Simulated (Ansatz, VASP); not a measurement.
## Si: VASP beside Ansatz

```xyz
2
Lattice="0.0000 2.7208 2.7208 2.7208 0.0000 2.7208 2.7208 2.7208 0.0000" Properties=species:S:1:pos:R:3 pbc="T T T"
Si    0.0000    0.0000    0.0000
Si    1.3604    1.3604    1.3604
```

Alike in both runs: functional r2SCAN; k mesh 6 × 6 × 6; occupations gaussian, width 0.1 eV; no spin polarisation.

Ansatz relaxed the structure, and its values are those at the end. VASP's run is a single point on that final structure, the one shown.

```csv
,VASP,Ansatz
version,VASP 6.6.1,Ansatz 0.2.0
potentials or method,"VASP PAW PBE potentials, release 64 (Si), cutoff 520 eV","scalar-relativistic, plane waves, PAW"
valence electrons in the cell,8,8
```

|  | VASP | Ansatz | Ansatz less VASP |
| --- | --- | --- | --- |
| gap on the k mesh at the Fermi level (eV) | 0.93 | 0.91 | -0.015 |
| least direct gap on the mesh (eV) | 2.75 | 2.74 | -0.016 |
| pressure (GPa) | 0.0 | 0.2 | +0.24 |

VASP's potentials were made for PBE, not for r2SCAN. The functional is the same, so the differences come from potentials, cutoffs and numerics.
